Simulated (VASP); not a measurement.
# NiO in VASP: a series of runs, part 2 of 3

VASP 6.6.1.

### Step 3. Single point, PBE+U, collinear spin, antiferromagnetic start

This run uses another cell than the first one, of the same volume but with other edges.

File INCAR:

```
PREC     = Accurate       # precision mode
ENCUT    = 520            # plane-wave cutoff, eV
EDIFF    = 1E-6           # SCF threshold, eV
ISMEAR   = 0              # smearing method
SIGMA    = 0.05           # smearing width, eV
LREAL    = False          # projectors in reciprocal space
LASPH    = True           # aspherical terms in the spheres
NELM     = 150            # most SCF steps
ALGO     = Normal         # electronic algorithm
ISIF     = 2              # what is computed and relaxed
LWAVE    = False          # write WAVECAR
LCHARG   = False          # write CHGCAR
ISPIN    = 2              # spin polarisation
MAGMOM   = 2 -2 0 0       # initial moments
LORBIT   = 11             # projections on sites
LMAXMIX  = 4              # l up to which the mixer works
LDAU     = True           # DFT+U
LDAUTYPE = 2            
LDAUL    = 2 -1           # shell
LDAUU    = 6.2 0          # U, eV
LDAUJ    = 0 0          
LDAUPRINT= 1            
GGA      = PE             # functional
NBANDS   = 28             # bands
```

File KPOINTS:

```
regular mesh
0
Gamma
  8 8 6
```

File POSCAR:

```
NiO
1.0
    0.0000000000      2.1337896542     -2.1337896542
    0.0000000000      2.1337896542      2.1337896542
    4.2675793084      0.0000000000      0.0000000000
Ni O
2 2
Direct
    0.0000000000      0.0000000000      0.0000000000
    0.5000000000      0.5000000000      0.5000000000
    0.0000000000      1.0000000000      0.5000000000
    0.5000000000      1.5000000000      1.0000000000
```

Potentials or basis: VASP PAW PBE potentials, release 64 (Ni, O).

Command:

```sh
$ cat potpaw_PBE.64/Ni/POTCAR potpaw_PBE.64/O/POTCAR > POTCAR
$ mpirun -np 1 vasp_std > vasp.out
```

OUTCAR:

```text
PREC = Accurate
   ENCUT = 520
   EDIFF = 1E-6
   ISMEAR = 0
   LREAL = False
   LASPH = True
   NELM = 150
   ISIF = 2
   ISPIN = 2
   LORBIT = 11
   GGA = PE

 ion  position               nearest neighbor table
   1  0.000  0.000  0.000-   3 2.13   4 2.13   3 2.13   4 2.13   4 2.13   4 2.13   2 3.02   2 3.02
                             2 3.02   2 3.02   2 3.02   2 3.02   2 3.02   2 3.02
   2  0.500  0.500  0.500-   3 2.13   4 2.13   4 2.13   3 2.13   3 2.13   3 2.13   1 3.02   1 3.02
                             1 3.02   1 3.02   1 3.02   1 3.02   1 3.02   1 3.02
   3  0.000  0.000  0.500-   1 2.13   2 2.13   1 2.13   2 2.13   2 2.13   2 2.13
[... 1822 lines left out ...]
     0.000000000  2.133789654  2.133789654     0.000000000  0.234324878  0.234324878
     4.267579308  0.000000000  0.000000000     0.234324878  0.000000000  0.000000000

 POSITION                                       TOTAL-FORCE (eV/Angst)
 -----------------------------------------------------------------------------------
      0.00000      0.00000      0.00000         0.000000      0.000000      0.000000
      2.13379      2.13379      0.00000        -0.000000      0.000000      0.000000
      2.13379      0.00000      0.00000         0.000000     -0.000000      0.000000
      0.00000      2.13379      0.00000         0.000000     -0.000000     -0.000000
 -----------------------------------------------------------------------------------
    total drift:                               -0.000000     -0.000000     -0.000000

  FREE ENERGIE OF THE ION-ELECTRON SYSTEM (eV)
  ---------------------------------------------------
  free  energy   TOTEN  =       -20.2689981286 eV

  energy  without entropy=      -20.2689981286  energy(sigma->0) =      -20.26899813

 total charge

# of ion       s       p       d       tot
------------------------------------------
    1        0.327   0.379   8.169   8.875
    2        0.327   0.379   8.169   8.875
    3        1.548   3.450   0.000   4.998
    4        1.548   3.450   0.000   4.998
--------------------------------------------------
tot          3.750   7.658  16.338  27.745

 magnetization (x)

# of ion       s       p       d       tot
------------------------------------------
    1        0.015   0.015   1.809   1.839
    2       -0.015  -0.015  -1.809  -1.839
    3       -0.006  -0.050   0.000  -0.055
    4        0.006   0.050   0.000   0.055
--------------------------------------------------
tot          0.000   0.000   0.000   0.000
```

OSZICAR:

```text
N       E                     dE             d eps       ncg     rms          rms(c)
DAV:   1     0.260089474588E+03    0.26009E+03   -0.14766E+04  6992   0.150E+03
DAV:   2     0.919114459333E+01   -0.25090E+03   -0.22339E+03  6864   0.333E+02
DAV:   3    -0.187021698580E+02   -0.27893E+02   -0.26497E+02  7456   0.121E+02
DAV:   4    -0.192669078911E+02   -0.56474E+00   -0.56281E+00  7136   0.176E+01
DAV:   5    -0.192766330354E+02   -0.97251E-02   -0.97240E-02  7892   0.225E+00    0.207E+01
DAV:   6    -0.187655598236E+02    0.51107E+00   -0.17316E+01  8896   0.950E+01    0.247E+01
DAV:   7    -0.196356349587E+02   -0.87008E+00   -0.41081E+00  7816   0.341E+01    0.121E+01
DAV:   8    -0.200232918083E+02   -0.38766E+00   -0.65027E-01  8220   0.898E+00    0.811E+00
DAV:   9    -0.202515342113E+02   -0.22824E+00   -0.10651E-01  7744   0.950E+00    0.121E+00
DAV:  10    -0.202667482841E+02   -0.15214E-01   -0.61942E-02  8704   0.341E+00    0.486E-01
DAV:  11    -0.202683783977E+02   -0.16301E-02   -0.15381E-02  7052   0.111E+00    0.216E-01
DAV:  12    -0.202687142441E+02   -0.33585E-03   -0.19583E-04  8096   0.190E-01    0.102E-01
DAV:  13    -0.202689786048E+02   -0.26436E-03   -0.13348E-04  7268   0.295E-01    0.331E-02
DAV:  14    -0.202689973940E+02   -0.18789E-04   -0.92817E-05  7232   0.824E-02    0.734E-03
DAV:  15    -0.202689981286E+02   -0.73460E-06   -0.41555E-06  6288   0.173E-02
   1 F= -.20268998E+02 E0= -.20268998E+02  d E =-.651595E-13  mag=     0.0000
```

It took 39 s on 1 thread of Intel Xeon 6975P-C (Granite Rapids), shared host; peak memory 0.22 GiB.

What came out:

| Item | Value |
| --- | --- |
| Free energy | -20.2690 eV |
| Pressure | -8.0 GPa |
| Band gap on the k mesh | 2.43 eV |
| Net moment | 0.00 μB per cell |
| Site moments | Ni +1.84, -1.84; O -0.06, +0.06 μB |
| Valence electrons inside the program's atomic spheres | Ni 8.88; O 5.00 |

Eigenvalues of the final occupation matrices:
```csv
site,spin,trace,eigenvalues
site 1 d,1,5.00,0.98 0.98 0.98 1.03 1.03
site 1 d,2,3.19,0.12 0.13 0.98 0.98 0.98
site 2 d,1,3.19,0.12 0.13 0.98 0.98 0.98
site 2 d,2,5.00,0.98 0.98 0.98 1.03 1.03
```

A k mesh can miss the band edges. The state reached can hang on the start; a lower one may exist.

### Step 4. Single point, PBE+U, collinear spin, antiferromagnetic start

This run uses another cell than the first one, of 9.08 Å³/atom, 0.934 times its volume.

File INCAR:

```
  PREC = Accurate
  ENCUT = 520
  EDIFF = 1E-7
  ISMEAR = 0
  SIGMA = 0.05
  LREAL = F
  LASPH = T
  NELM = 150
  ALGO = Normal
  ISIF = 2
  LWAVE = F
  LCHARG = F
  ISPIN = 2
  MAGMOM = 1.83 -1.83 0 0
  LORBIT = 11
  LMAXMIX = 4
  LDAU = T
  LDAUTYPE = 2
  LDAUL = 2 -1
  LDAUU = 6.2 0
  LDAUJ = 0 0
  LDAUPRINT = 1
  GGA = PE
  NBANDS = 28
```

File KPOINTS:

```
Automatic mesh
0
Gamma
  10 10 10
```

File POSCAR:

```
NiO
1.0
    0.0000000000      2.0859016414      2.0859016414
    2.0859016414      0.0000000000      2.0859016414
    4.1718032828      2.0859016414     -2.0859016414
Ni O
2 2
Direct
    0.0000000000      0.0000000000      0.0000000000
    0.5000000000      0.0000000000      0.5000000000
    0.7500000000      0.4999999999      0.2500000001
    1.2500000000      0.5000000001      0.7499999999
```

Potentials or basis: VASP PAW PBE potentials, release 64 (Ni, O).

Command:

```sh
$ cat potpaw_PBE.64/Ni/POTCAR potpaw_PBE.64/O/POTCAR > POTCAR
$ mpirun -np 1 vasp_std > vasp.out
```

OUTCAR:

```text
PREC = Accurate
   ENCUT = 520
   EDIFF = 1E-7
   ISMEAR = 0
   LREAL = F
   LASPH = T
   NELM = 150
   ISIF = 2
   ISPIN = 2
   LORBIT = 11
   GGA = PE

 ion  position               nearest neighbor table
   1  0.000  0.000  0.000-   3 2.09   3 2.09   4 2.09   4 2.09   3 2.09   4 2.09   2 2.95   2 2.95
                             2 2.95   2 2.95   2 2.95   2 2.95
   2  0.500  0.000  0.500-   3 2.09   4 2.09   4 2.09   3 2.09   4 2.09   3 2.09   1 2.95   1 2.95
                             1 2.95   1 2.95   1 2.95   1 2.95
   3  0.750  0.500  0.250-   2 2.09   2 2.09   2 2.09   1 2.09   1 2.09   1 2.09
   4  0.250  0.500  0.750-   2 2.09   2 2.09   2 2.09   1 2.09   1 2.09   1 2.09

  LATTYP: Found a trigonal (rhomboedric) cell.
 ALAT       =     5.1093946751
 COS(alpha) =     0.8333333333

  Lattice vectors:

 A1 = (   4.1718032828,   2.0859016414,  -2.0859016414)
 A2 = (   2.0859016414,   2.0859016414,  -4.1718032828)
 A3 = (   2.0859016414,   4.1718032828,  -2.0859016414)
[... 305 lines left out ...]
      3      -0.6648      1.00000
      4       0.1292      1.00000
      5       0.1293      1.00000
      6       2.1126      1.00000
[... 1481 lines left out ...]
     27      28.1546      0.00000
     28      28.9778      0.00000

 [... further k-points ...]
[... 5 lines left out ...]
  --------------------------------------------------------------------------------------
  -------------------------------------------------------------------------------------
  Total        0.3318434      0.3318434      0.3318434     -0.0161411      0.0161411      0.0161411
  in kB       14.6454349     14.6454349     14.6454349     -0.7123626      0.7123626      0.7123626
  external PRESSURE =      14.6454349 kB  Pullay stress =       0.0000000 kB

 VOLUME and BASIS-vectors are now :
 -----------------------------------------------------------------------------
  energy-cutoff  :      520.00
  volume of cell :       36.30
      direct lattice vectors                 reciprocal lattice vectors
     0.000000000  2.085901641  2.085901641    -0.119852248  0.359556743  0.119852248
     2.085901641  0.000000000  2.085901641     0.239704495 -0.239704495  0.239704495
     4.171803283  2.085901641 -2.085901641     0.119852248  0.119852248 -0.119852248

 POSITION                                       TOTAL-FORCE (eV/Angst)
 -----------------------------------------------------------------------------------
      0.00000      0.00000      0.00000         0.000000     -0.000000     -0.000000
      2.08590      2.08590      0.00000         0.000000     -0.000000     -0.000000
      2.08590      2.08590      2.08590        -0.000000      0.000000      0.000000
      4.17180      2.08590      0.00000         0.000000      0.000000     -0.000000
 -----------------------------------------------------------------------------------
    total drift:                                0.000000     -0.000000      0.000000

  FREE ENERGIE OF THE ION-ELECTRON SYSTEM (eV)
  ---------------------------------------------------
  free  energy   TOTEN  =       -20.4769099197 eV

  energy  without entropy=      -20.4769099197  energy(sigma->0) =      -20.47690992

 total charge

# of ion       s       p       d       tot
------------------------------------------
    1        0.343   0.425   8.247   9.015
    2        0.343   0.425   8.247   9.015
    3        1.550   3.476   0.000   5.026
    4        1.550   3.476   0.000   5.026
--------------------------------------------------
tot          3.785   7.802  16.494  28.081

 magnetization (x)

# of ion       s       p       d       tot
------------------------------------------
    1       -0.002  -0.005   1.754   1.747
    2        0.002   0.005  -1.754  -1.747
    3        0.000   0.000   0.000   0.000
    4        0.000   0.000   0.000   0.000
--------------------------------------------------
tot          0.000   0.000   0.000   0.000
```

OSZICAR:

```text
N       E                     dE             d eps       ncg     rms          rms(c)
DAV:   1     0.259933443891E+03    0.25993E+03   -0.14690E+04 13620   0.153E+03
DAV:   2     0.825272499865E+01   -0.25168E+03   -0.22493E+03 13296   0.337E+02
DAV:   3    -0.188188246454E+02   -0.27072E+02   -0.25661E+02 14476   0.120E+02
[... 11 lines left out ...]
DAV:  15    -0.204769051169E+02   -0.73141E-05   -0.22343E-05 16452   0.644E-02    0.112E-02
DAV:  16    -0.204769087595E+02   -0.36426E-05   -0.46605E-06 18540   0.476E-02    0.494E-03
DAV:  17    -0.204769096789E+02   -0.91938E-06   -0.23246E-06 20088   0.255E-02    0.560E-03
DAV:  18    -0.204769098534E+02   -0.17447E-06   -0.37655E-07 13996   0.489E-03    0.281E-03
DAV:  19    -0.204769099197E+02   -0.66307E-07   -0.26620E-08  8796   0.549E-03
   1 F= -.20476910E+02 E0= -.20476910E+02  d E =-.773172E-14  mag=    -0.0000
```

Wall time 1.7 min (1 thread of Intel Xeon 6975P-C (Granite Rapids), shared host); peak memory 0.3 GiB.

What came out:

- Free energy: -20.4769 eV
- Pressure: 1.5 GPa
- Band gap on the k mesh: 3.45 eV
- Net moment: 0.00 μB per cell
- Site moments: Ni +1.75, -1.75; O +0.00 μB
- Valence electrons inside the program's atomic spheres: Ni 9.02; O 5.03

Stress tensor (GPa, compression positive):
```
 1.46 -0.07  0.07
-0.07  1.46  0.07
 0.07  0.07  1.46
```

Eigenvalues of the final occupation matrices:
| site | spin | trace | eigenvalues |
| --- | --- | --- | --- |
| site 1 d | 1 | 5.02 | 0.98 0.98 0.98 1.03 1.03 |
| site 1 d | 2 | 3.26 | 0.16 0.16 0.98 0.98 0.98 |
| site 2 d | 1 | 3.26 | 0.16 0.16 0.98 0.98 0.98 |
| site 2 d | 2 | 5.02 | 0.98 0.98 0.98 1.03 1.03 |

A k mesh can miss the band edges. The state reached can hang on the start; a lower one may exist.

[end of part 2 of 3]
